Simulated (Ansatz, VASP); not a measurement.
**One calculation of PbSe, two programs**

```xyz
2
Lattice="0.0000 3.0908 3.0908 3.0908 0.0000 3.0908 3.0908 3.0908 0.0000" Properties=species:S:1:pos:R:3 pbc="T T T"
Pb    0.0000    0.0000    0.0000
Se    3.0908    3.0908    3.0908
```

Alike in both runs: task single point; functional PBE; dispersion D3(BJ); k mesh 6 × 6 × 6; occupations gaussian, width 0.1 eV; no spin polarisation.

```csv
,VASP,Ansatz
version,VASP 6.6.1,Ansatz 0.2.0
potentials or method,"VASP PAW PBE potentials, release 64 (Pb_d, Se), cutoff 500 eV","scalar-relativistic, plane waves, PAW"
valence electrons in the cell,20,30
```

```csv
,VASP,Ansatz,Ansatz less VASP
gap on the k mesh at the Fermi level (eV),0.39,0.38,-0.005
least direct gap on the mesh (eV),0.39,0.38,-0.005
pressure (GPa),-1.2,-1.2,+0.02
```

VASP's potentials hold 20 valence electrons a cell and Ansatz's 30, so a difference there can come from the potentials and not from the codes.

Neither program's run includes spin-orbit coupling.
